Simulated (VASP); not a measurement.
# Ba (Cmce) in VASP: single point with PBE

Aim: the single point of Ba with PBE.

Everything below comes from runs of VASP 6.6.1. Logs are shortened: lines on timing, memory, paths and dates and some standing lists are left out, and cuts for length are marked.

### 1 The cell of the first run

The typed cell holds 4 atoms: a = 8.057 Å, b = 8.057 Å, c = 7.232 Å, α = 90.00°, β = 90.00°, γ = 147.15°.

### 2 Single point, PBE

File INCAR:

```
SYSTEM = Ba
ALGO = Fast
EDIFF = 1E-6
ENCUT = 520
GGA = PE
ISIF = 2
ISMEAR = 0
LASPH = .True.
LCHARG = .False.
LREAL = .False.
LWAVE = .False.
NBANDS = 28
NELM = 80
PREC = Accurate
SIGMA = 0.1
```

File KPOINTS:

```
k-points
0
Gamma
  4 4 4
  0 0 0
```

File POSCAR:

```
Ba
1.0
    2.2782512795     -7.7286757883      0.0000000000
    2.2782512795      7.7286757883      0.0000000000
    0.0000000000      0.0000000000      7.2320334423
Ba
4
Direct
    0.1296876407      0.8703123593      1.0002525892
    0.6296876407      0.3703123593      0.4997474108
    0.8703123593      0.1296876407     -0.0002525892
    0.3703123593      0.6296876407      0.5002525892
```

Potentials or basis: VASP PAW PBE potentials, release 64 (Ba_sv).

Started as:

```bash
> cat potpaw_PBE.64/Ba_sv/POTCAR > POTCAR
> mpirun -np 1 vasp_std > vasp.out
```

OUTCAR:

```text
SYSTEM = Ba
   EDIFF = 1E-6
   ENCUT = 520
   GGA = PE
   ISIF = 2
   ISMEAR = 0
   LASPH = .True.
   LREAL = .False.
   NELM = 80
   PREC = Accurate

 ion  position               nearest neighbor table
   1  0.130  0.870  0.000-   3 4.01   2 4.27   2 4.27   2 4.28   2 4.28   3 4.36   3 4.36
   2  0.630  0.370  0.500-   4 4.01   1 4.27   1 4.27   1 4.28   1 4.28   4 4.36   4 4.36
   3  0.870  0.130  1.000-   1 4.01   4 4.27   4 4.27   4 4.28   4 4.28   1 4.36   1 4.36
   4  0.370  0.630  0.500-   2 4.01   3 4.27   3 4.27   3 4.28   3 4.28   2 4.36   2 4.36

  LATTYP: Found a base centered orthorhombic cell.
 ALAT       =     4.5565025590
 B/A-ratio  =     3.3923719731
 C/A-ratio  =     1.5871895930

  Lattice vectors:

 A1 = (   2.2782512795,  -7.7286757883,   0.0000000000)
 A2 = (   2.2782512795,   7.7286757883,   0.0000000000)
 A3 = (   0.0000000000,   0.0000000000,   7.2320334423)

Analysis of symmetry for initial positions (statically):
=====================================================================
 Subroutine PRICEL returns:
 Original cell was already a primitive cell.

 Routine SETGRP: Setting up the symmetry group for a
 base centered orthorhombic supercell.

 Subroutine GETGRP returns: Found  8 space group operations
 (whereof  4 operations were pure point group operations)
 out of a pool of  8 trial point group operations.

The static configuration has the point symmetry C_2h.
 The point group associated with its full space group is D_2h.

Analysis of symmetry for dynamics (positions and initial velocities):
=====================================================================
 Subroutine PRICEL returns:
 Original cell was already a primitive cell.

 Routine SETGRP: Setting up the symmetry group for a
 base centered orthorhombic supercell.

 Subroutine GETGRP returns: Found  8 space group operations
 (whereof  4 operations were pure point group operations)
 out of a pool of  8 trial point group operations.

The dynamic configuration has the point symmetry C_2h.
 The point group associated with its full space group is D_2h.

 Subroutine INISYM returns: Found  8 space group operations
 (whereof  4 operations are pure point group operations),
 and found     1 'primitive' translations

----------------------------------------------------------------------------------------

                                     Primitive cell

  volume of cell :     254.6813

  direct lattice vectors                    reciprocal lattice vectors
     2.278251280 -7.728675788  0.000000000     0.219466573 -0.064694136  0.000000000
     2.278251280  7.728675788  0.000000000     0.219466573  0.064694136  0.000000000
     0.000000000  0.000000000  7.232033442     0.000000000  0.000000000  0.138273697

  length of vectors
     8.057472205  8.057472205  7.232033442     0.228803207  0.228803207  0.138273697

  position of ions in fractional coordinates (direct lattice)
     0.129687641  0.870312359  0.000252589
     0.629687641  0.370312359  0.499747411
     0.870312359  0.129687641  0.999747411
     0.370312359  0.629687641  0.500252589

  ion indices of the primitive-cell ions
   primitive index   ion index
                 1           1
                 2           2
                 3           3
                 4           4

----------------------------------------------------------------------------------------

 KPOINTS: k-points

Automatic generation of k-mesh.
 Grid dimensions read from file:
 generate k-points for:    4    4    4

 Generating k-lattice:

  Cartesian coordinates                     Fractional coordinates (reciprocal lattice)
     0.054866643 -0.016173534  0.000000000     0.250000000 -0.000000000  0.000000000
     0.054866643  0.016173534  0.000000000    -0.000000000  0.250000000  0.000000000
     0.000000000  0.000000000  0.034568424     0.000000000  0.000000000  0.250000000

  Length of vectors
     0.057200802  0.057200802  0.034568424

  Shift w.r.t. Gamma in fractional coordinates (k-lattice)
     0.000000000  0.000000000  0.000000000

 Subroutine IBZKPT returns following result:
 ===========================================

 Found     21 irreducible k-points:

 Following reciprocal coordinates:
            Coordinates               Weight
  0.000000  0.000000  0.000000      1.000000
  0.250000  0.000000  0.000000      4.000000
  0.500000  0.000000  0.000000      2.000000
  0.250000  0.250000  0.000000      2.000000
  0.500000  0.250000  0.000000      4.000000
 -0.250000  0.250000  0.000000      2.000000
[... 13 lines left out ...]
 -0.250000  0.250000  0.500000      2.000000
  0.500000  0.500000  0.500000      1.000000
   k-points           NKPTS =     21   k-points in BZ     NKDIM =     21   number of bands    NBANDS=     28
   number of dos      NEDOS =    301   number of ions     NIONS =      4
   total plane-waves  NPLWV = 194400
   dimension x,y,z NGX =    60 NGY =   60 NGZ =   54
   dimension x,y,z NGXF=   120 NGYF=  120 NGZF=  108
   ions per type =               4
   NGX,Y,Z   is equivalent  to a cutoff of  12.38, 12.38, 12.41 a.u.
   NGXF,Y,Z  is equivalent  to a cutoff of  24.76, 24.76, 24.83 a.u.
 SYSTEM =  Ba
   PREC   = accura    normal or accurate (medium, high low for compatibility)
   ISTART =      0    job   : 0-new  1-cont  2-samecut
   ICHARG =      2    charge: 1-file 2-atom 10-const
   ISPIN  =      1    spin polarized calculation?
   LNONCOLLINEAR =      F non collinear calculations
   LSORBIT =      F    spin-orbit coupling
   LASPH  =      T    aspherical Exc in radial PAW
   ENCUT  =  520.0 eV  38.22 Ry    6.18 a.u.  14.98 14.98 13.45*2*pi/ulx,y,z
   NELM   =     80;   NELMIN=  2; NELMDL= -5     # of ELM steps
   EDIFF  = 0.1E-05   stopping-criterion for ELM
   LREAL  =      F    real-space projection
[... 7 lines left out ...]
   TEBEG  =    0.0;   TEEND  =   0.0 temperature during run
   PSTRESS=    0.0 pullay stress
   NELECT =      40.0000    total number of electrons
   NUPDOWN=      -1.0000    fix difference up-down
   EMIN   =  10.00;   EMAX   =-10.00  energy-range for DOS
   EFERMI =   0.00;   METHOD = LEGACY
   ISMEAR =     0;   SIGMA  =   0.10  broadening in eV -4-tet -1-fermi 0-gaus
   EFERMI_NEDOS =   21; number of points for ismear=-14 and -15
   IALGO  =     68    algorithm
   IMIX   =      4    mixing-type and parameters
     AMIX     =   0.40;   BMIX     =  1.00
     AMIX_MAG =   1.60;   BMIX_MAG =  1.00
  volume/ion in A,a.u.               =      63.67       429.67
  Fermi-wavevector in a.u.,A,eV,Ry     =   0.883275  1.669147 10.614914  0.780174
  Thomas-Fermi vector in A             =   2.004019
   LORBIT       =      0    0 simple, 1 ext, 2 COOP (PROOUT), +10 PAW based schemes
   GGA     = PE    functional components
   LHFCALC =     F    Hartree Fock is set to
   AEXX    =    0.0000 exact exchange contribution
   IVDW    =     0    specifies the selected vdW correction
   LEPSILON=     F    determine dielectric tensor
   LRPA    =     F    only Hartree local field effects (RPA)
 non-spin polarized calculation
 RMM-DIIS sequential band-by-band and
 Gauss-broadening in eV      SIGMA  =   0.10
  energy-cutoff  :      520.00
  volume of cell :      254.68
 maximum number of plane-waves:      6896
   NGX = 29   NGY = 29   NGZ = 27

 number of electron      39.9999997 magnetization

 Free energy of the ion-electron system (eV)
  ---------------------------------------------------
  ext. energy  EPLUGINS =         0.00000000
  ---------------------------------------------------
  free energy    TOTEN  =        -7.19668742 eV

  energy without entropy =       -7.17309595  energy(sigma->0) =       -7.18489169

 E-fermi :   1.5406     XC(G=0):  -7.3684

 val. band max:        1.5142576388   @ k =  -0.2500   0.2500   0.2500
 cond. band min:       1.5839433038   @ k =   0.0000   0.0000   0.2500
 fundamental gap:      0.0696856650
 Fermi energy:         1.5406148229

 k-point     1 :       0.0000    0.0000    0.0000
  band No.  band energies     occupation
      1     -27.3946      2.00000
      2     -27.3503      2.00000
      3     -27.3467      2.00000
      4     -27.3065      2.00000
      5     -12.8419      2.00000
      6     -12.8382      2.00000
[... 20 lines left out ...]
     27       3.2307      0.00000
     28       3.8658      0.00000

 k-point     2 :       0.2500    0.0000    0.0000
  band No.  band energies     occupation
      1     -27.3788      2.00000
      2     -27.3446      2.00000
      3     -27.3425      2.00000
      4     -27.3118      2.00000
      5     -12.7811      2.00000
      6     -12.7523      2.00000
[... 20 lines left out ...]
     27       2.7724      0.00000
     28       3.2204      0.00000

 k-point     3 :       0.5000    0.0000    0.0000
  band No.  band energies     occupation
      1     -27.3516      2.00000
      2     -27.3516      2.00000
      3     -27.3270      2.00000
      4     -27.3270      2.00000
      5     -12.7143      2.00000
      6     -12.7143      2.00000
[... 20 lines left out ...]
     27       3.2172      0.00000
     28       3.3697      0.00000

 k-point     4 :       0.2500    0.2500    0.0000
  band No.  band energies     occupation
      1     -27.3524      2.00000
      2     -27.3507      2.00000
      3     -27.3280      2.00000
      4     -27.3262      2.00000
      5     -12.7349      2.00000
      6     -12.7243      2.00000
[... 485 lines left out ...]
     27       3.4358      0.00000
     28       3.4654      0.00000

 k-point    20 :      -0.2500    0.2500    0.5000
  band No.  band energies     occupation
      1     -27.3648      2.00000
      2     -27.3648      2.00000
      3     -27.3345      2.00000
      4     -27.3345      2.00000
      5     -12.7198      2.00000
      6     -12.7198      2.00000
[... 20 lines left out ...]
     27       3.4511      0.00000
     28       3.6284      0.00000

 k-point    21 :       0.5000    0.5000    0.5000
  band No.  band energies     occupation
      1     -27.3533      2.00000
      2     -27.3533      2.00000
      3     -27.3461      2.00000
      4     -27.3461      2.00000
      5     -12.5996      2.00000
      6     -12.5996      2.00000
[... 20 lines left out ...]
     27       3.4455      0.00000
     28       3.4709      0.00000

------------------------ aborting loop because EDIFF is reached ----------------------------------------

  FORCE on cell =-STRESS in cart. coord.  units (eV):
  Direction    XX          YY          ZZ          XY          YZ          ZX
  --------------------------------------------------------------------------------------
  -------------------------------------------------------------------------------------
  Total        0.0400365      0.2122005      0.4192013      0.0000000      0.0000000      0.0000000
  in kB        0.2518658      1.3349343      2.6371573      0.0000000      0.0000000      0.0000000
  external PRESSURE =       1.4079858 kB  Pullay stress =       0.0000000 kB

 VOLUME and BASIS-vectors are now :
 -----------------------------------------------------------------------------
  energy-cutoff  :      520.00
  volume of cell :      254.68
      direct lattice vectors                 reciprocal lattice vectors
     2.278251280 -7.728675788  0.000000000     0.219466573 -0.064694136  0.000000000
     2.278251280  7.728675788  0.000000000     0.219466573  0.064694136  0.000000000
     0.000000000  0.000000000  7.232033442     0.000000000  0.000000000  0.138273697

 POSITION                                       TOTAL-FORCE (eV/Angst)
 -----------------------------------------------------------------------------------
      2.27825      5.72405      0.00183         0.000000     -0.022635     -0.006106
      2.27825     -2.00463      3.61419         0.000000     -0.022635      0.006106
      2.27825     -5.72405      7.23021         0.000000      0.022635      0.006106
      2.27825      2.00463      3.61784         0.000000      0.022635     -0.006106
 -----------------------------------------------------------------------------------
    total drift:                                0.000000      0.000000     -0.000000

  FREE ENERGIE OF THE ION-ELECTRON SYSTEM (eV)
  ---------------------------------------------------
  free  energy   TOTEN  =        -7.1966874221 eV

  energy  without entropy=       -7.1730959493  energy(sigma->0) =       -7.18489169
```

It took 4.9 min on 1 thread of Oxide Virtual Turin-like, shared host; peak memory 0.44 GiB.

Results:

```
Free energy            : -7.1967 eV
Pressure               : 0.1 GPa
Largest force          : 0.023 eV/Å
Band gap on the k mesh : zero (bands 20 and 21 overlap by 0.29 eV)
```

Forces in eV/Å, atoms in the order of the input:
```
Ba   0.000 -0.023 -0.006
Ba   0.000 -0.023  0.006
Ba   0.000  0.023  0.006
Ba   0.000  0.023 -0.006
```

Stress tensor (GPa, compression positive):
```
0.03 0.00 0.00
0.00 0.13 0.00
0.00 0.00 0.26
```

Caveat: spin-orbit coupling is left out, which moves the levels of the heavy elements.

The gap in the log of VASP goes by the Fermi energy; the results here count the filled bands.